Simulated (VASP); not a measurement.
# CdO (Fm-3m) in VASP: notebook, part 2 of 2

VASP 6.6.1. The steps go on from the part before.

**3. Single point, PBE**

The input, INCAR:

```
SYSTEM = CdO
PREC = Accurate ; ENCUT = 600
EDIFF = 1E-6 ; ISMEAR = 0
SIGMA = 0.1 ; LREAL = .FALSE.
LASPH = .TRUE. ; NELM = 120
ALGO = Normal ; ISIF = 2
LWAVE = .FALSE. ; LCHARG = .FALSE.
GGA = PE ; NBANDS = 16
GGA_COMPAT = .FALSE.
```

The input, KPOINTS:

```
regular mesh
0
G
  4 4 4
  0 0 0
```

The input, POSCAR:

```
CdO
1.0
    0.0000000000      2.3609927699      2.3609927699
    2.3609927699      0.0000000000      2.3609927699
    2.3609927699      2.3609927699      0.0000000000
Cd O
1 1
Direct
    0.0000000000      0.0000000000      0.0000000000
    0.5000000000      0.5000000000      0.5000000000
```

Potentials or basis: VASP PAW PBE potentials, release 64 (Cd, O).

Started as:

```bash
$ cat potpaw_PBE.64/Cd/POTCAR potpaw_PBE.64/O/POTCAR > POTCAR
$ mpirun -np 1 vasp_std > vasp.out
```

OUTCAR:

```text
SYSTEM = CdO
   PREC = Accurate
   ENCUT = 600
   EDIFF = 1E-6
   ISMEAR = 0
   LREAL = .FALSE.
   LASPH = .TRUE.
   NELM = 120
   ISIF = 2
   GGA = PE

 ion  position               nearest neighbor table
   1  0.000  0.000  0.000-   2 2.36   2 2.36   2 2.36   2 2.36   2 2.36   2 2.36
   2  0.500  0.500  0.500-   1 2.36   1 2.36   1 2.36   1 2.36   1 2.36   1 2.36

  LATTYP: Found a face centered cubic cell.
 ALAT       =     4.7219855398

  Lattice vectors:

 A1 = (   0.0000000000,   2.3609927699,   2.3609927699)
 A2 = (   2.3609927699,   0.0000000000,   2.3609927699)
 A3 = (   2.3609927699,   2.3609927699,   0.0000000000)

Analysis of symmetry for initial positions (statically):
=====================================================================
 Subroutine PRICEL returns:
 Original cell was already a primitive cell.

 Routine SETGRP: Setting up the symmetry group for a
 face centered cubic supercell.

 Subroutine GETGRP returns: Found 48 space group operations
 (whereof 48 operations were pure point group operations)
 out of a pool of 48 trial point group operations.

The static configuration has the point symmetry O_h .

Analysis of symmetry for dynamics (positions and initial velocities):
[... 145 lines left out ...]
 val. band max:        1.8966854336   @ k =   0.5000   0.0000   0.0000
 cond. band min:       4.4833257096   @ k =   0.2500   0.0000   0.0000
 fundamental gap:      2.5866402761
 Fermi energy:         1.9800095160

 k-point     1 :       0.0000    0.0000    0.0000
  band No.  band energies     occupation
      1     -15.3612      2.00000
      2      -4.7883      2.00000
      3      -4.7883      2.00000
      4      -4.7883      2.00000
      5      -4.4927      2.00000
      6      -4.4927      2.00000
[... 129 lines left out ...]
      3      -4.9024      2.00000
      4      -4.9024      2.00000
      5      -4.1205      2.00000
      6      -3.9261      2.00000
[... 8 lines left out ...]
     15      20.5346      0.00000
     16      27.3513      0.00000

------------------------ aborting loop because EDIFF is reached ----------------------------------------

  FORCE on cell =-STRESS in cart. coord.  units (eV):
  Direction    XX          YY          ZZ          XY          YZ          ZX
  --------------------------------------------------------------------------------------
  -------------------------------------------------------------------------------------
  Total        0.8810801      0.8810801      0.8810801     -0.0000000     -0.0000000      0.0000000
  in kB       53.6305210     53.6305210     53.6305210     -0.0000000     -0.0000000      0.0000000
  external PRESSURE =      53.6305210 kB  Pullay stress =       0.0000000 kB

 VOLUME and BASIS-vectors are now :
 -----------------------------------------------------------------------------
  energy-cutoff  :      600.00
  volume of cell :       26.32
      direct lattice vectors                 reciprocal lattice vectors
     0.000000000  2.360992770  2.360992770    -0.211775320  0.211775320  0.211775320
     2.360992770  0.000000000  2.360992770     0.211775320 -0.211775320  0.211775320
     2.360992770  2.360992770  0.000000000     0.211775320  0.211775320 -0.211775320

 POSITION                                       TOTAL-FORCE (eV/Angst)
 -----------------------------------------------------------------------------------
      0.00000      0.00000      0.00000         0.000000      0.000000     -0.000000
      2.36099      2.36099      2.36099        -0.000000     -0.000000      0.000000
 -----------------------------------------------------------------------------------
    total drift:                                0.000000      0.000000      0.000000

  FREE ENERGIE OF THE ION-ELECTRON SYSTEM (eV)
  ---------------------------------------------------
  free  energy   TOTEN  =        -7.6945647704 eV

  energy  without entropy=       -7.6907436276  energy(sigma->0) =       -7.69265420
```

stdout:

```text
POSCAR found type information on POSCAR CdO
 POSCAR found :  2 types and       2 ions
 scaLAPACK will be used
 LDA part: xc-table for (Slater+PW92), standard interpolation
 POSCAR, INCAR and KPOINTS ok, starting setup
 FFT: planning ... GRIDC
 FFT: planning ... GRID_SOFT
 FFT: planning ... GRID
 WAVECAR not read
 entering main loop
```

It took 3.9 s on 1 thread of Intel Xeon 6975P-C (Granite Rapids), shared host; peak memory 0.14 GiB.

What came out:

| Quantity | Value |
| --- | --- |
| Free energy | -7.6946 eV |
| Pressure | 5.4 GPa |
| Band gap on the k mesh | zero (band 9 reaches 1.90 eV, above the bottom of band 10 at 1.44 eV) |

Levels at points of the mesh, in eV from the Fermi level:
```csv
k point,band 7,band 8,band 9,band 10,band 11,band 12
"(0.00, 0.00, 0.00)",-1.36,-1.36,-1.36,-0.54,14.89,16.85
"(0.50, 0.00, 0.00)",-3.86,-0.08,-0.08,4.36,7.13,11.80
"(0.50, 0.50, 0.00)",-4.30,-2.31,-2.31,3.75,8.41,11.09
```

Caveat: the k points lie up to 0.58 Å⁻¹ apart.

**4. Single point, PBE**

The input, INCAR:

```
ALGO = Normal ; EDIFF = 1E-6
ENCUT = 600 ; GGA = PE
GGA_COMPAT = False ; ISIF = 2
ISMEAR = 0 ; LASPH = True
LCHARG = False ; LREAL = False
LWAVE = False ; NBANDS = 16
NELM = 120 ; PREC = Accurate
SIGMA = 0.1
```

The input, KPOINTS:

```
k-points
0
Gamma
  4 4 4
```

POSCAR is that of step 3.

Started as:

```bash
$ cat potpaw_PBE.64/Cd/POTCAR potpaw_PBE.64/O/POTCAR > POTCAR
$ mpirun -np 1 vasp_std > vasp.out
```

Run time: 4 s. Hardware: 1 thread of Intel Xeon 6975P-C (Granite Rapids), shared host; peak memory 0.14 GiB.

The run converged. Its results:

* Free energy: -7.6946 eV
* Pressure: 5.4 GPa
* Band gap on the k mesh: zero (band 9 reaches 1.90 eV, above the bottom of band 10 at 1.44 eV)

Levels at points of the mesh, in eV from the Fermi level:
| k point | band 7 | band 8 | band 9 | band 10 | band 11 | band 12 |
| --- | --- | --- | --- | --- | --- | --- |
| (0.00, 0.00, 0.00) | -1.36 | -1.36 | -1.36 | -0.54 | 14.89 | 16.85 |
| (0.50, 0.00, 0.00) | -3.86 | -0.08 | -0.08 | 4.36 | 7.13 | 11.80 |
| (0.50, 0.50, 0.00) | -4.30 | -2.31 | -2.31 | 3.75 | 8.41 | 11.09 |

Caveat: the k points lie up to 0.58 Å⁻¹ apart.

**5. Single point, LDA**

The input, INCAR:

```
SYSTEM = CdO
ALGO     = Normal         ! electronic algorithm
EDIFF    = 1E-6           ! SCF threshold, eV
ENCUT    = 600            ! plane-wave cutoff, eV
GGA      = CA             ! functional
GGA_COMPAT= .False.      
ISIF     = 2              ! what is computed and relaxed
ISMEAR   = -1             ! smearing method
LASPH    = .True.         ! aspherical terms in the spheres
LCHARG   = .False.        ! write CHGCAR
LREAL    = .False.        ! projectors in reciprocal space
LWAVE    = .False.        ! write WAVECAR
NBANDS   = 16             ! bands
NELM     = 120            ! most SCF steps
PREC     = Accurate       ! precision mode
SIGMA    = 0.58           ! smearing width, eV
```

The input, KPOINTS:

```
k-points
0
Gamma
  4 4 4
  0 0 0
```

POSCAR is that of step 4.

Potentials or basis: VASP PAW LDA potentials, release 64 (Cd, O).

Started as:

```bash
$ cat potpaw_LDA.64/Cd/POTCAR potpaw_LDA.64/O/POTCAR > POTCAR
$ mpirun -np 1 vasp_std > vasp.out
```

OUTCAR:

```text
SYSTEM = CdO
   EDIFF = 1E-6
   ENCUT = 600
   GGA = CA
   ISIF = 2
   ISMEAR = -1
   LASPH = .True.
   LREAL = .False.
   NELM = 120
   PREC = Accurate

 ion  position               nearest neighbor table
   1  0.000  0.000  0.000-   2 2.36   2 2.36   2 2.36   2 2.36   2 2.36   2 2.36
   2  0.500  0.500  0.500-   1 2.36   1 2.36   1 2.36   1 2.36   1 2.36   1 2.36

  LATTYP: Found a face centered cubic cell.
 ALAT       =     4.7219855398

  Lattice vectors:

[... 321 lines left out ...]

  FORCE on cell =-STRESS in cart. coord.  units (eV):
  Direction    XX          YY          ZZ          XY          YZ          ZX
  --------------------------------------------------------------------------------------
  -------------------------------------------------------------------------------------
  Total       -0.8387171     -0.8387171     -0.8387171     -0.0000000     -0.0000000     -0.0000000
  in kB      -51.0519228    -51.0519228    -51.0519228     -0.0000000     -0.0000000     -0.0000000
  external PRESSURE =     -51.0519228 kB  Pullay stress =       0.0000000 kB

 VOLUME and BASIS-vectors are now :
 -----------------------------------------------------------------------------
  energy-cutoff  :      600.00
  volume of cell :       26.32
      direct lattice vectors                 reciprocal lattice vectors
     0.000000000  2.360992770  2.360992770    -0.211775320  0.211775320  0.211775320
     2.360992770  0.000000000  2.360992770     0.211775320 -0.211775320  0.211775320
     2.360992770  2.360992770  0.000000000     0.211775320  0.211775320 -0.211775320

 POSITION                                       TOTAL-FORCE (eV/Angst)
 -----------------------------------------------------------------------------------
      0.00000      0.00000      0.00000         0.000000     -0.000000     -0.000000
      2.36099      2.36099      2.36099        -0.000000      0.000000      0.000000
 -----------------------------------------------------------------------------------
    total drift:                                0.000000      0.000000      0.000000

  FREE ENERGIE OF THE ION-ELECTRON SYSTEM (eV)
  ---------------------------------------------------
  free  energy   TOTEN  =        -9.4158570026 eV

  energy  without entropy=       -9.1333629590  energy(sigma->0) =       -9.27460998
```

Run time: 3.1 s. Hardware: 1 thread of Intel Xeon 6975P-C (Granite Rapids), shared host; peak memory 0.13 GiB.

What came out:

| Property | Result |
| --- | --- |
| Free energy | -9.4159 eV |
| Pressure | -5.1 GPa |
| Band gap on the k mesh | zero (band 9 reaches 1.61 eV, above the bottom of band 10 at 1.09 eV) |

Levels at points of the mesh, in eV from the Fermi level:
```csv
k point,band 6,band 7,band 8,band 9,band 10,band 11,band 12,band 13
"(0.00, 0.00, 0.00)",-7.78,-2.76,-2.76,-2.76,-1.96,13.38,15.36,15.36
"(0.50, 0.00, 0.00)",-7.52,-5.25,-1.44,-1.44,2.87,5.63,10.21,10.21
"(0.50, 0.50, 0.00)",-7.07,-5.75,-3.73,-3.73,2.19,6.91,9.64,11.57
```

Caveat: the k points lie up to 0.58 Å⁻¹ apart.

**6. Summary**

```tsv
level	potentials or basis	k mesh	smearing	gap on the mesh (eV)	pressure (GPa)
PBEsol	VASP PAW PBE potentials, release 64 (Cd, O)	2 × 2 × 2	gaussian 0.1 eV	none	6.0
PBE	VASP PAW PBE potentials, release 64 (Cd, O)	4 × 4 × 4	gaussian 0.1 eV	none	5.4
LDA	VASP PAW LDA potentials, release 64 (Cd, O)	4 × 4 × 4	fermi-dirac 0.58 eV	none	-5.1
```

Alike in all rows: task single point; no spin polarisation; cell as given; cutoff (eV) 600.

Caveats: all runs use coarse meshes; the PAW data sets were made with another functional, which shifts forces and pressure a little (some runs).

Absolute energies hang on the potentials; compare differences alone.
